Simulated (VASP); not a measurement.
# In3Se (Pm-3m) in VASP: notebook

Aim: see how the results for In3Se move with the level of theory and the settings. Levels: PBE+D3(BJ), PBE, r2SCAN+rVV10, r2SCAN. Tasks: single point.

Everything below comes from runs of VASP 6.6.1. Logs are shortened: lines on timing, memory, paths and dates and some standing lists are left out, and cuts for length are marked.

## Step 1: The cell of the first run

It takes space group Pm-3m (No. 221, cubic). Conventional cell: a = 4.710 Å, b = 4.710 Å, c = 4.710 Å, α = 90.00°, β = 90.00°, γ = 90.00°. In (site symmetry 4/mmm) has 8 In at 3.33 Å and 4 Se at 3.33 Å within 4.4 Å. Se (site symmetry m-3m) has 12 In at 3.33 Å within 4.4 Å.

## Step 2: Single point, PBE+D3(BJ)

The input, INCAR:

```
SYSTEM = In3Se
PREC = Accurate
ENCUT = 520
EDIFF = 1E-6
ISMEAR = 0
SIGMA = 0.1
LREAL = .False.
LASPH = .True.
NELM = 60
ALGO = Normal
ISIF = 2
LWAVE = .False.
LCHARG = .False.
GGA = PE
IVDW = 12
NBANDS = 30
```

The input, KPOINTS:

```
regular mesh
0
Gamma
  10 10 10
  0 0 0
```

The input, POSCAR:

```
In3Se
1.0
    4.7099388260      0.0000000000      0.0000000000
    0.0000000000      4.7099388260      0.0000000000
    0.0000000000      0.0000000000      4.7099388260
In Se
3 1
Direct
    0.0000000000      0.5000000000      0.5000000000
    0.5000000000      0.0000000000      0.5000000000
    0.5000000000      0.5000000000      0.0000000000
    0.0000000000      0.0000000000      0.0000000000
```

Potentials or basis: VASP PAW PBE potentials, release 64 (In_d, Se).

Started as:

```
$ cat potpaw_PBE.64/In_d/POTCAR potpaw_PBE.64/Se/POTCAR > POTCAR
$ mpirun -np 1 vasp_std > vasp.out
```

OUTCAR:

```text
SYSTEM = In3Se
   PREC = Accurate
   ENCUT = 520
   EDIFF = 1E-6
   ISMEAR = 0
   LREAL = .False.
   LASPH = .True.
   NELM = 60
   ISIF = 2
   GGA = PE
   IVDW = 12
 IVDW          = 12

 ion  position               nearest neighbor table
   1  0.000  0.500  0.500-   2 3.33   3 3.33   4 3.33   3 3.33   4 3.33   2 3.33   4 3.33   4 3.33
                             2 3.33   3 3.33   3 3.33   2 3.33
   2  0.500  0.000  0.500-   1 3.33   3 3.33   4 3.33   3 3.33   4 3.33   1 3.33   3 3.33   3 3.33
                             1 3.33   4 3.33   4 3.33   1 3.33
   3  0.500  0.500  0.000-   1 3.33   2 3.33   4 3.33   1 3.33   2 3.33   2 3.33   4 3.33   2 3.33
                             1 3.33   4 3.33   1 3.33   4 3.33
   4  0.000  0.000  0.000-   1 3.33   2 3.33   3 3.33   1 3.33   2 3.33   1 3.33   3 3.33   1 3.33
                             2 3.33   3 3.33   2 3.33   3 3.33

  LATTYP: Found a simple cubic cell.
 ALAT       =     4.7099388260

  Lattice vectors:

 A1 = (   4.7099388260,   0.0000000000,   0.0000000000)
 A2 = (   0.0000000000,   4.7099388260,   0.0000000000)
 A3 = (   0.0000000000,   0.0000000000,   4.7099388260)

Analysis of symmetry for initial positions (statically):
=====================================================================
 Subroutine PRICEL returns:
 Original cell was already a primitive cell.

 Routine SETGRP: Setting up the symmetry group for a
 simple cubic supercell.

 Subroutine GETGRP returns: Found 48 space group operations
 (whereof 48 operations were pure point group operations)
 out of a pool of 48 trial point group operations.

The static configuration has the point symmetry O_h .

Analysis of symmetry for dynamics (positions and initial velocities):
=====================================================================
 Subroutine PRICEL returns:
 Original cell was already a primitive cell.

 Routine SETGRP: Setting up the symmetry group for a
 simple cubic supercell.

 Subroutine GETGRP returns: Found 48 space group operations
 (whereof 48 operations were pure point group operations)
 out of a pool of 48 trial point group operations.

The dynamic configuration has the point symmetry O_h .

 Subroutine INISYM returns: Found 48 space group operations
 (whereof 48 operations are pure point group operations),
 and found     1 'primitive' translations

----------------------------------------------------------------------------------------

                                     Primitive cell

  volume of cell :     104.4830

  direct lattice vectors                    reciprocal lattice vectors
     4.709938826  0.000000000  0.000000000     0.212316983  0.000000000  0.000000000
     0.000000000  4.709938826  0.000000000     0.000000000  0.212316983  0.000000000
     0.000000000  0.000000000  4.709938826     0.000000000  0.000000000  0.212316983

  length of vectors
     4.709938826  4.709938826  4.709938826     0.212316983  0.212316983  0.212316983

  position of ions in fractional coordinates (direct lattice)
     0.000000000  0.500000000  0.500000000
     0.500000000  0.000000000  0.500000000
     0.500000000  0.500000000  0.000000000
     0.000000000  0.000000000  0.000000000

  ion indices of the primitive-cell ions
   primitive index   ion index
                 1           1
                 2           2
                 3           3
                 4           4

----------------------------------------------------------------------------------------

 KPOINTS: regular mesh

Automatic generation of k-mesh.
 Grid dimensions read from file:
 generate k-points for:   10   10   10

 Generating k-lattice:

  Cartesian coordinates                     Fractional coordinates (reciprocal lattice)
     0.021231698  0.000000000  0.000000000     0.100000000  0.000000000  0.000000000
     0.000000000  0.021231698  0.000000000     0.000000000  0.100000000  0.000000000
     0.000000000  0.000000000  0.021231698     0.000000000  0.000000000  0.100000000

  Length of vectors
     0.021231698  0.021231698  0.021231698

  Shift w.r.t. Gamma in fractional coordinates (k-lattice)
     0.000000000  0.000000000  0.000000000

 Subroutine IBZKPT returns following result:
 ===========================================

 Found     56 irreducible k-points:

 Following reciprocal coordinates:
            Coordinates               Weight
  0.000000  0.000000  0.000000      1.000000
  0.100000  0.000000  0.000000      6.000000
  0.200000  0.000000  0.000000      6.000000
  0.300000  0.000000  0.000000      6.000000
  0.400000  0.000000  0.000000      6.000000
  0.500000  0.000000  0.000000      3.000000
[... 16 lines left out ...]
  0.200000  0.100000  0.100000     24.000000
  0.300000  0.100000  0.100000     24.000000
 [... further k-points ...]
   k-points           NKPTS =     56   k-points in BZ     NKDIM =     56   number of bands    NBANDS=     30
   number of dos      NEDOS =    301   number of ions     NIONS =      4
   total plane-waves  NPLWV =  46656
   dimension x,y,z NGX =    36 NGY =   36 NGZ =   36
   dimension x,y,z NGXF=    72 NGYF=   72 NGZF=   72
   ions per type =               3   1
   NGX,Y,Z   is equivalent  to a cutoff of  12.71, 12.71, 12.71 a.u.
   NGXF,Y,Z  is equivalent  to a cutoff of  25.41, 25.41, 25.41 a.u.
 SYSTEM =  In3Se
   PREC   = accura    normal or accurate (medium, high low for compatibility)
   ISTART =      0    job   : 0-new  1-cont  2-samecut
   ICHARG =      2    charge: 1-file 2-atom 10-const
   ISPIN  =      1    spin polarized calculation?
   LNONCOLLINEAR =      F non collinear calculations
   LSORBIT =      F    spin-orbit coupling
   LASPH  =      T    aspherical Exc in radial PAW
   ENCUT  =  520.0 eV  38.22 Ry    6.18 a.u.   8.76  8.76  8.76*2*pi/ulx,y,z
   NELM   =     60;   NELMIN=  2; NELMDL= -5     # of ELM steps
   EDIFF  = 0.1E-05   stopping-criterion for ELM
   LREAL  =      F    real-space projection
   EDIFFG = 0.1E-04   stopping-criterion for IOM
   NSW    =      0    number of steps for IOM
   IBRION =     -1    ionic relax: 0-MD 1-quasi-New 2-CG
   NFREE  =      0    steps in history (QN), initial steepest desc. (CG)
   ISIF   =      2    stress and relaxation
   ISYM   =      2    0-nonsym 1-usesym 2-fastsym
   POTIM  = 0.5000    time-step for ionic-motion
   TEBEG  =    0.0;   TEEND  =   0.0 temperature during run
   PSTRESS=    0.0 pullay stress
   NELECT =      45.0000    total number of electrons
   NUPDOWN=      -1.0000    fix difference up-down
   EMIN   =  10.00;   EMAX   =-10.00  energy-range for DOS
   EFERMI =   0.00;   METHOD = LEGACY
   ISMEAR =     0;   SIGMA  =   0.10  broadening in eV -4-tet -1-fermi 0-gaus
   EFERMI_NEDOS =   21; number of points for ismear=-14 and -15
   IALGO  =     38    algorithm
   IMIX   =      4    mixing-type and parameters
     AMIX     =   0.40;   BMIX     =  1.00
     AMIX_MAG =   1.60;   BMIX_MAG =  1.00
  volume/ion in A,a.u.               =      26.12       176.27
  Fermi-wavevector in a.u.,A,eV,Ry     =   1.236319  2.336303 20.796283  1.528484
  Thomas-Fermi vector in A             =   2.370932
   LORBIT       =      0    0 simple, 1 ext, 2 COOP (PROOUT), +10 PAW based schemes
   GGA     = PE    functional components
   LHFCALC =     F    Hartree Fock is set to
   AEXX    =    0.0000 exact exchange contribution
   IVDW    =    12    specifies the selected vdW correction
   LEPSILON=     F    determine dielectric tensor
   LRPA    =     F    only Hartree local field effects (RPA)
 non-spin polarized calculation
 Gauss-broadening in eV      SIGMA  =   0.10
  energy-cutoff  :      520.00
  volume of cell :      104.48
 maximum number of plane-waves:      2849
 NGX is ok and might be reduce to    36
   NGX = 17   NGY = 17   NGZ = 17

 number of electron      45.0000020 magnetization

 Free energy of the ion-electron system (eV)
  ---------------------------------------------------
  ext. energy  EPLUGINS =         0.00000000
  ---------------------------------------------------
  free energy    TOTEN  =       -11.65415446 eV

  energy without entropy =      -11.64477074  energy(sigma->0) =      -11.64946260

 E-fermi :   6.5514     XC(G=0): -10.0157

 val. band max:        6.5393932632   @ k =   0.5000   0.4000   0.0000
 cond. band min:       6.5650022026   @ k =   0.4000   0.3000   0.1000
 fundamental gap:      0.0256089394
 Fermi energy:         6.5514114998

 k-point     1 :       0.0000    0.0000    0.0000
  band No.  band energies     occupation
      1      -8.2841      2.00000
      2      -8.2662      2.00000
      3      -8.2662      2.00000
      4      -8.2662      2.00000
      5      -8.1299      2.00000
      6      -8.1299      2.00000
[... 22 lines left out ...]
     29      12.0104      0.00000
     30      13.5588      0.00000

 k-point     2 :       0.1000    0.0000    0.0000
  band No.  band energies     occupation
      1      -8.2737      2.00000
      2      -8.2643      2.00000
      3      -8.2559      2.00000
      4      -8.2559      2.00000
      5      -8.1285      2.00000
      6      -8.1230      2.00000
[... 22 lines left out ...]
     29      12.2940      0.00000
     30      13.6029      0.00000

 k-point     3 :       0.2000    0.0000    0.0000
  band No.  band energies     occupation
      1      -8.2591      2.00000
      2      -8.2443      2.00000
      3      -8.2258      2.00000
      4      -8.2258      2.00000
      5      -8.1248      2.00000
      6      -8.1032      2.00000
[... 22 lines left out ...]
     29      12.9357      0.00000
     30      13.7324      0.00000

 k-point     4 :       0.3000    0.0000    0.0000
  band No.  band energies     occupation
      1      -8.2524      2.00000
      2      -8.2015      2.00000
      3      -8.1785      2.00000
      4      -8.1785      2.00000
      5      -8.1192      2.00000
      6      -8.0743      2.00000
[... 22 lines left out ...]
     29      13.1475      0.00000
     30      13.5329      0.00000

 k-point     5 :       0.4000    0.0000    0.0000
  band No.  band energies     occupation
      1      -8.2468      2.00000
      2      -8.1580      2.00000
      3      -8.1196      2.00000
      4      -8.1196      2.00000
      5      -8.1100      2.00000
      6      -8.0436      2.00000
[... 22 lines left out ...]
     29      12.1201      0.00000
     30      12.8993      0.00000
[... 526 lines left out ...]
     29      11.5771      0.00000
     30      14.1320      0.00000

 k-point    22 :       0.1000    0.1000    0.1000
  band No.  band energies     occupation
      1      -8.2621      2.00000
      2      -8.2432      2.00000
      3      -8.2417      2.00000
      4      -8.2417      2.00000
      5      -8.1169      2.00000
      6      -8.1169      2.00000
[... 22 lines left out ...]
     29      12.6000      0.00000
     30      13.4349      0.00000

 k-point    23 :       0.2000    0.1000    0.1000
  band No.  band energies     occupation
      1      -8.2490      2.00000
      2      -8.2298      2.00000
      3      -8.2161      2.00000
      4      -8.2080      2.00000
      5      -8.1128      2.00000
      6      -8.0957      2.00000
[... 22 lines left out ...]
     29      12.4714      0.00000
     30      13.1430      0.00000

 k-point    24 :       0.3000    0.1000    0.1000
  band No.  band energies     occupation
      1      -8.2375      2.00000
      2      -8.1994      2.00000
      3      -8.1755      2.00000
      4      -8.1603      2.00000
      5      -8.1073      2.00000
      6      -8.0651      2.00000
[... 22 lines left out ...]
     29      11.6305      0.00000
     30      13.6706      0.00000

 [... further k-points ...]

------------------------ aborting loop because EDIFF is reached ----------------------------------------

 Edisp (eV)   -1.35199

 E8    (eV) :    -0.6462

  FORCE on cell =-STRESS in cart. coord.  units (eV):
  Direction    XX          YY          ZZ          XY          YZ          ZX
  --------------------------------------------------------------------------------------
  -------------------------------------------------------------------------------------
  Total      -0.13321    -0.13321    -0.13321     0.00000    -0.00000     0.00000
  in kB      -2.04268    -2.04268    -2.04268     0.00000    -0.00000     0.00000
  external pressure =       -2.04 kB  Pullay stress =        0.00 kB

 VOLUME and BASIS-vectors are now :
 -----------------------------------------------------------------------------
  energy-cutoff  :      520.00
  volume of cell :      104.48
      direct lattice vectors                 reciprocal lattice vectors
     4.709938826  0.000000000  0.000000000     0.212316983  0.000000000  0.000000000
     0.000000000  4.709938826  0.000000000     0.000000000  0.212316983  0.000000000
     0.000000000  0.000000000  4.709938826     0.000000000  0.000000000  0.212316983

 POSITION                                       TOTAL-FORCE (eV/Angst)
 -----------------------------------------------------------------------------------
      0.00000      2.35497      2.35497         0.000000      0.000000      0.000000
      2.35497      0.00000      2.35497         0.000000      0.000000      0.000000
      2.35497      2.35497      0.00000         0.000000      0.000000      0.000000
      0.00000      0.00000      0.00000         0.000000      0.000000      0.000000
 -----------------------------------------------------------------------------------
    total drift:                                0.000000      0.000000      0.000000

  FREE ENERGIE OF THE ION-ELECTRON SYSTEM (eV)
  ---------------------------------------------------
  free  energy   TOTEN  =       -13.0061478610 eV

  energy  without entropy=      -12.9967641389  energy(sigma->0) =      -13.00145600
```

Wall time 68 s (1 thread of AMD EPYC 9R45 (Zen 5), shared host); peak memory 0.27 GiB.

What came out:

* Free energy: -13.0061 eV
* Pressure: -0.2 GPa
* Band gap on the k mesh: zero (an odd number of electrons rules out a gap without spin polarisation)
* Dispersion energy per atom: -0.338 eV

Caveat: three body term missing; spin-orbit coupling is left out, which moves the levels of the heavy elements.

(Part 1 of 3 ends here.)
